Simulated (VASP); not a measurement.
# NbSi (Pm-3m) in VASP: further runs

The runs below take NbSi through relaxation of cell and atoms, with r2SCAN+U.

Everything below comes from runs of VASP 6.6.1. Logs are shortened: lines on timing, memory, paths and dates and some standing lists are left out, and cuts for length are marked.

## (1) The cell of the first run

It takes space group Pm-3m (No. 221, cubic). The conventional cell has a = 3.156 Å, b = 3.156 Å, c = 3.156 Å, α = 90.00°, β = 90.00°, γ = 90.00°. Within 3.6 Å of Nb (site symmetry m-3m) lie 8 Si at 2.73 Å and 6 Nb at 3.16 Å. Si (site symmetry m-3m) has 8 Nb at 2.73 Å and 6 Si at 3.16 Å within 3.6 Å.

## (2) Relaxation of cell and atoms, r2SCAN+U

POSCAR

```
NbSi
1.0
    3.1564400000      0.0000000000      0.0000000000
    0.0000000000      3.1564400000      0.0000000000
    0.0000000000      0.0000000000      3.1564400000
Nb Si
1 1
Direct
    0.0000000000      0.0000000000      0.0000000000
    0.5000000000      0.5000000000      0.5000000000
```

INCAR.step1

```
ALGO     = Normal         # electronic algorithm
EDIFF    = 1E-4           # SCF threshold, eV
ENCUT    = 600            # plane-wave cutoff, eV
GGA      = PE             # functional
ISMEAR   = -1             # smearing method
LASPH    = T              # aspherical terms in the spheres
LCHARG   = F              # write CHGCAR
LDAU     = T              # DFT+U
LDAUJ    = 0 0          
LDAUL    = 2 -1           # shell
LDAUTYPE = 2            
LDAUU    = 2 0            # U, eV
LMAXMIX  = 4              # l up to which the mixer works
LREAL    = F              # projectors in reciprocal space
LWAVE    = T              # write WAVECAR
NELM     = 150            # most SCF steps
PREC     = Accurate       # precision mode
SIGMA    = 0.05           # smearing width, eV
```

INCAR.step2

```
ALGO     = Normal         # electronic algorithm
EDIFF    = 1E-7           # SCF threshold, eV
EDIFFG   = -0.01          # ionic threshold
ENCUT    = 600            # plane-wave cutoff, eV
IBRION   = 2              # ionic algorithm
ISIF     = 3              # what is computed and relaxed
ISMEAR   = -1             # smearing method
ISTART   = 1            
LASPH    = T              # aspherical terms in the spheres
LCHARG   = F              # write CHGCAR
LDAU     = T              # DFT+U
LDAUJ    = 0 0          
LDAUL    = 2 -1           # shell
LDAUPRINT= 1            
LDAUTYPE = 2            
LDAUU    = 2 0            # U, eV
LMAXMIX  = 4              # l up to which the mixer works
LMIXTAU  = T            
LREAL    = F              # projectors in reciprocal space
LWAVE    = F              # write WAVECAR
METAGGA  = R2SCAN         # meta-GGA
NELM     = 150            # most SCF steps
NSW      = 60             # ionic steps
PREC     = Accurate       # precision mode
SIGMA    = 0.05           # smearing width, eV
```

KPOINTS

```
k-points
0
Gamma
  8 8 8
```

Potentials or basis: VASP PAW PBE potentials, release 64 (Nb_sv, Si).

On the command line:

```console
$ cat potpaw_PBE.64/Nb_sv/POTCAR potpaw_PBE.64/Si/POTCAR > POTCAR
$ cp INCAR.step1 INCAR
$ mpirun -np 1 vasp_std > vasp.out
$ cp INCAR.step2 INCAR
$ mpirun -np 1 vasp_std > vasp.out
```

OUTCAR:

```text
EDIFF = 1E-7
   EDIFFG = -0.01
   ENCUT = 600
   IBRION = 2
   ISIF = 3
   ISMEAR = -1
   ISTART = 1
   LASPH = T
   LREAL = F
   METAGGA = R2SCAN
   NELM = 150
   NSW = 60
   PREC = Accurate

 ion  position               nearest neighbor table
   1  0.000  0.000  0.000-   2 2.73   2 2.73   2 2.73   2 2.73   2 2.73   2 2.73   2 2.73   2 2.73

   2  0.500  0.500  0.500-   1 2.73   1 2.73   1 2.73   1 2.73   1 2.73   1 2.73   1 2.73   1 2.73

  LATTYP: Found a simple cubic cell.
 ALAT       =     3.1564400000

  Lattice vectors:

 A1 = (   3.1564400000,   0.0000000000,   0.0000000000)
 A2 = (   0.0000000000,   3.1564400000,   0.0000000000)
 A3 = (   0.0000000000,   0.0000000000,   3.1564400000)

Analysis of symmetry for initial positions (statically):
=====================================================================
 Subroutine PRICEL returns:
 Original cell was already a primitive cell.

 Routine SETGRP: Setting up the symmetry group for a
 simple cubic supercell.

 Subroutine GETGRP returns: Found 48 space group operations
 (whereof 48 operations were pure point group operations)
 out of a pool of 48 trial point group operations.

The static configuration has the point symmetry O_h .

Analysis of symmetry for dynamics (positions and initial velocities):
=====================================================================
 Subroutine PRICEL returns:
 Original cell was already a primitive cell.

 Routine SETGRP: Setting up the symmetry group for a
 simple cubic supercell.

 Subroutine GETGRP returns: Found 48 space group operations
 (whereof 48 operations were pure point group operations)
 out of a pool of 48 trial point group operations.

The dynamic configuration has the point symmetry O_h .

 Subroutine INISYM returns: Found 48 space group operations
 (whereof 48 operations are pure point group operations),
 and found     1 'primitive' translations

----------------------------------------------------------------------------------------

                                     Primitive cell

  volume of cell :      31.4480

  direct lattice vectors                    reciprocal lattice vectors
     3.156440000  0.000000000  0.000000000     0.316812612  0.000000000  0.000000000
     0.000000000  3.156440000  0.000000000     0.000000000  0.316812612  0.000000000
     0.000000000  0.000000000  3.156440000     0.000000000  0.000000000  0.316812612

[... 211 lines left out ...]

  0.2051  0.0000 -0.0000 -0.0000  0.0000
  0.0000  0.2051  0.0000  0.0000 -0.0000
 -0.0000  0.0000  0.2852 -0.0000 -0.0000
 -0.0000  0.0000 -0.0000  0.2051  0.0000
  0.0000 -0.0000 -0.0000  0.0000  0.2852

spin component  2

  0.2051  0.0000 -0.0000 -0.0000  0.0000
  0.0000  0.2051  0.0000  0.0000 -0.0000
 -0.0000  0.0000  0.2852 -0.0000 -0.0000
 -0.0000  0.0000 -0.0000  0.2051  0.0000
  0.0000 -0.0000 -0.0000  0.0000  0.2852

 occupancies and eigenvectors

  o =  0.2051  v =  0.0000  0.9293 -0.0000 -0.3693  0.0000  0.0000  0.0000  0.0000  0.0000  0.0000      0.0000  0.0000  0.0000  0.0000  0.0000  0.0000  0.0000  0.0000  0.0000  0.0000
  o =  0.2051  v =  0.0000  0.0000  0.0000  0.0000  0.0000  0.0000  0.9293 -0.0000 -0.3693  0.0000      0.0000  0.0000  0.0000  0.0000  0.0000  0.0000  0.0000  0.0000  0.0000  0.0000
  o =  0.2051  v =  1.0000  0.0000  0.0000  0.0000  0.0000  0.0000  0.0000  0.0000  0.0000  0.0000      0.0000  0.0000  0.0000  0.0000  0.0000  0.0000  0.0000  0.0000  0.0000  0.0000
  o =  0.2051  v =  0.0000  0.0000  0.0000  0.0000  0.0000  1.0000  0.0000  0.0000  0.0000  0.0000      0.0000  0.0000  0.0000  0.0000  0.0000  0.0000  0.0000  0.0000  0.0000  0.0000
  o =  0.2051  v =  0.0000 -0.3693  0.0000 -0.9293  0.0000  0.0000  0.0000  0.0000  0.0000  0.0000      0.0000  0.0000  0.0000  0.0000  0.0000  0.0000  0.0000  0.0000  0.0000  0.0000
  o =  0.2051  v =  0.0000  0.0000  0.0000  0.0000  0.0000  0.0000 -0.3693  0.0000 -0.9293  0.0000      0.0000  0.0000  0.0000  0.0000  0.0000  0.0000  0.0000  0.0000  0.0000  0.0000
  o =  0.2852  v =  0.0000  0.0000  0.0465  0.0000  0.9989  0.0000  0.0000  0.0000  0.0000  0.0000      0.0000  0.0000  0.0000  0.0000  0.0000  0.0000  0.0000  0.0000  0.0000  0.0000
  o =  0.2852  v =  0.0000  0.0000  0.0000  0.0000  0.0000  0.0000  0.0000  0.0465  0.0000  0.9989      0.0000  0.0000  0.0000  0.0000  0.0000  0.0000  0.0000  0.0000  0.0000  0.0000
  o =  0.2852  v =  0.0000  0.0000  0.0000  0.0000  0.0000  0.0000 -0.0000 -0.9989 -0.0000  0.0465      0.0000  0.0000  0.0000  0.0000  0.0000  0.0000  0.0000  0.0000  0.0000  0.0000
  o =  0.2852  v =  0.0000 -0.0000 -0.9989 -0.0000  0.0465  0.0000  0.0000  0.0000  0.0000  0.0000      0.0000  0.0000  0.0000  0.0000  0.0000  0.0000  0.0000  0.0000  0.0000  0.0000

--------------------------------------- Ionic step        3  -------------------------------------------

 number of electron      16.9999999 magnetization

 Free energy of the ion-electron system (eV)
  ---------------------------------------------------
  ext. energy  EPLUGINS =         0.00000000
  ---------------------------------------------------
  free energy    TOTEN  =       -32.05922880 eV

  energy without entropy =      -32.04345447  energy(sigma->0) =      -32.05134163

 E-fermi :  11.2840     XC(G=0): -13.0248

 val. band max:       11.2774038421   @ k =   0.5000   0.2500   0.1250
 cond. band min:      11.3053450036   @ k =   0.2500   0.1250   0.0000
 fundamental gap:      0.0279411615
 Fermi energy:        11.2839845643

 k-point     1 :       0.0000    0.0000    0.0000
  band No.  band energies     occupation
      1     -45.6424      2.00000
      2     -20.8103      2.00000
      3     -20.8103      2.00000
      4     -20.8103      2.00000
      5      -0.6062      2.00000
      6       8.3859      2.00000
      7       8.3859      2.00000
      8      13.6966      0.00000
      9      13.6966      0.00000
     10      13.6966      0.00000
     11      13.8611      0.00000
     12      13.8611      0.00000
[... 331 lines left out ...]
 k-point    24 :       0.5000    0.3750    0.1250
  band No.  band energies     occupation
      1     -45.5673      2.00000
      2     -21.1944      2.00000
      3     -21.1236      2.00000
      4     -20.7944      2.00000
      5       3.0047      2.00000
      6       6.8401      2.00000
      7       7.6776      2.00000
      8       9.8863      2.00000
      9      11.8859      0.00001
     10      12.1956      0.00000
     11      14.2455      0.00000
     12      15.5637      0.00000

 [... further k-points ...]

------------------------ aborting loop because EDIFF is reached ----------------------------------------

  FORCE on cell =-STRESS in cart. coord.  units (eV):
  Direction    XX          YY          ZZ          XY          YZ          ZX
  --------------------------------------------------------------------------------------
  -------------------------------------------------------------------------------------
  Total        0.0012977      0.0012977      0.0012977     -0.0000000      0.0000000     -0.0000000
  in kB        0.0657507      0.0657507      0.0657507     -0.0000000      0.0000000     -0.0000000
  external PRESSURE =       0.0657507 kB  Pullay stress =       0.0000000 kB
[... 17 lines left out ...]
  FREE ENERGIE OF THE ION-ELECTRON SYSTEM (eV)
  ---------------------------------------------------
  free  energy   TOTEN  =       -32.0592287975 eV

  energy  without entropy=      -32.0434544709  energy(sigma->0) =      -32.05134163

 reached required accuracy - stopping structural energy minimisation
```

OSZICAR.step1:

```text
N       E                     dE             d eps       ncg     rms          rms(c)
DAV:   1     0.145637776007E+03    0.14564E+03   -0.94503E+03   840   0.150E+03
DAV:   2    -0.688843176708E+01   -0.15253E+03   -0.14609E+03   984   0.483E+02
DAV:   3    -0.149252851827E+02   -0.80369E+01   -0.74578E+01  1380   0.839E+01
DAV:   4    -0.152696598667E+02   -0.34437E+00   -0.33763E+00  1192   0.167E+01
DAV:   5    -0.152927342189E+02   -0.23074E-01   -0.23056E-01  1448   0.392E+00    0.688E+00
DAV:   6    -0.141792000225E+02    0.11135E+01   -0.50225E+00  1388   0.215E+01    0.252E+00
DAV:   7    -0.141688712298E+02    0.10329E-01   -0.15168E-01  1008   0.363E+00    0.154E+00
DAV:   8    -0.141665662200E+02    0.23050E-02   -0.54178E-02  1372   0.232E+00    0.422E-01
DAV:   9    -0.141668573990E+02   -0.29118E-03   -0.58851E-03  1488   0.692E-01    0.208E-01
DAV:  10    -0.141668417124E+02    0.15687E-04   -0.13739E-03  1216   0.409E-01    0.233E-02
DAV:  11    -0.141668291579E+02    0.12555E-04   -0.38667E-05   564   0.928E-02
   1 F= -.14166829E+02 E0= -.14157227E+02  d E =-.192034E-01
```

Run time: 2.1 min. Hardware: 1 thread of Intel Xeon Platinum 8488C (Sapphire Rapids), shared host; peak memory 0.18 GiB.

Results:

```yaml
Free_energy: -32.0592 eV
Relaxed_volume: 15.81 Å³/atom
Relaxed_cell: a = 3.162 Å, b = 3.162 Å, c = 3.162 Å, α = 90.00°, β = 90.00°, γ = 90.00°
Space_group_after_relaxing_to_0.1_Å: Pm-3m (No. 221)
Energy_gained_by_relaxing: 0.3 meV/atom
Ionic_steps: 3
Pressure_after_relaxing: 0.0 GPa
Band_gap_on_the_k_mesh: zero (an odd number of electrons rules out a gap without spin polarisation)
```

Step by step:
```tsv
step	energy change (eV)	largest force (eV/Å)	pressure (GPa)	volume (Å³)
1	0.0000	0.0000	0.96	31.45
2	0.0006	0.0000	-1.36	31.88
3	-0.0005	0.0000	0.01	31.62
```

Final structure:
```yaml
crystal:
  lattice:
    - [3.16227, 0.00000, 0.00000]
    - [0.00000, 3.16227, 0.00000]
    - [0.00000, 0.00000, 3.16227]
  atoms:
    - { symbol: Nb, position: [0.00000, 0.00000, 0.00000] }
    - { symbol: Si, position: [0.50000, 0.50000, 0.50000] }
```

Eigenvalues of the final occupation matrices:
```
    site  spin  trace               eigenvalues
site 1 d     1   1.19  0.21 0.21 0.21 0.29 0.29
site 1 d     2   1.19  0.21 0.21 0.21 0.29 0.29
```

Caveat: the PAW data sets were made with another functional, which shifts forces and pressure a little; an odd number of electrons without spin polarisation forces a metal; a magnetic or distorted state may lie lower; U without spin polarisation on a metal has little footing; the U is typed as a test and isn't derived for this compound.

## (3) Relaxation of cell and atoms, r2SCAN+U

POSCAR is that of step 2.

INCAR.step1

```
PREC = Accurate
ENCUT = 600
ISMEAR = -1
SIGMA = 0.05
LREAL = False
LASPH = True
NELM = 150
LMAXMIX = 4
LDAU = True
LDAUTYPE = 2
LDAUL = 2 -1
LDAUU = 3 0
LDAUJ = 0 0
GGA = PE
ALGO = Normal
EDIFF = 1E-4
LWAVE = True
LCHARG = False
```

INCAR.step2

```
PREC = Accurate
ENCUT = 600
EDIFF = 1E-6
ISMEAR = -1
SIGMA = 0.05
LREAL = False
LASPH = True
NELM = 150
ALGO = Normal
ISIF = 3
LWAVE = False
LCHARG = False
LMAXMIX = 4
LDAU = True
LDAUTYPE = 2
LDAUL = 2 -1
LDAUU = 3 0
LDAUJ = 0 0
LDAUPRINT = 1
METAGGA = R2SCAN
LMIXTAU = True
IBRION = 2
NSW = 60
EDIFFG = -0.01
ISTART = 1
```

KPOINTS

```
Automatic mesh
0
Gamma
  8 8 8
```

Potentials or basis: VASP PAW PBE potentials, release 64 (Nb_sv, Si).

On the command line:

```console
$ cat potpaw_PBE.64/Nb_sv/POTCAR potpaw_PBE.64/Si/POTCAR > POTCAR
$ cp INCAR.step1 INCAR
$ mpirun -np 1 vasp_std > vasp.out
$ cp INCAR.step2 INCAR
$ mpirun -np 1 vasp_std > vasp.out
```

It took 2 min on 1 thread of Intel Xeon Platinum 8488C (Sapphire Rapids), shared host; peak memory 0.18 GiB.

It converged, with:

* Free energy: -31.1755 eV
* Relaxed volume: 15.97 Å³/atom
* Relaxed cell: a = 3.173 Å, b = 3.173 Å, c = 3.173 Å, α = 90.00°, β = 90.00°, γ = 90.00°
* Space group after relaxing (to 0.1 Å): Pm-3m (No. 221)
* Energy gained by relaxing: 2.0 meV/atom
* Ionic steps: 3
* Pressure after relaxing: 0.0 GPa
* Band gap on the k mesh: zero (an odd number of electrons rules out a gap without spin polarisation)

The path:
```
step  energy change (eV)  largest force (eV/Å)  pressure (GPa)  volume (Å³)
   1              0.0000                0.0000            2.67        31.45
   2              0.0039                0.0000           -3.50        32.66
   3             -0.0040                0.0000            0.00        31.94
```

Final structure:
```xyz
2
Lattice="3.1730 0.0000 0.0000 0.0000 3.1730 0.0000 0.0000 0.0000 3.1730" Properties=species:S:1:pos:R:3 pbc="T T T"
Nb    0.0000    0.0000    0.0000
Si    1.5865    1.5865    1.5865
```

Levels at points of the mesh, in eV from the Fermi level:
| k point | band 6 | band 7 | band 8 | band 9 | band 10 | band 11 |
| --- | --- | --- | --- | --- | --- | --- |
| (0.00, 0.00, 0.00) | -2.88 | -2.88 | 2.32 | 2.32 | 2.32 | 2.63 |
| (0.50, 0.00, 0.00) | -6.92 | -1.65 | -1.00 | -1.00 | 3.13 | 4.28 |
| (0.50, 0.50, 0.00) | -3.44 | -3.44 | -2.47 | 0.56 | 0.56 | 4.27 |
| (0.50, 0.50, 0.50) | -5.37 | -5.37 | -4.15 | 3.55 | 3.55 | 3.55 |

Eigenvalues of the final occupation matrices:
| site | spin | trace | eigenvalues |
| --- | --- | --- | --- |
| site 1 d | 1 | 1.14 | 0.19 0.19 0.19 0.28 0.28 |
| site 1 d | 2 | 1.14 | 0.19 0.19 0.19 0.28 0.28 |

Caveat: the PAW data sets were made with another functional, which shifts forces and pressure a little; an odd number of electrons without spin polarisation forces a metal; a magnetic or distorted state may lie lower; U without spin polarisation on a metal has little footing; the U is typed as a test and isn't derived for this compound.

(Part 1 of 2 ends here.)

The gap in the log of VASP goes by the Fermi energy; the results here count the filled bands.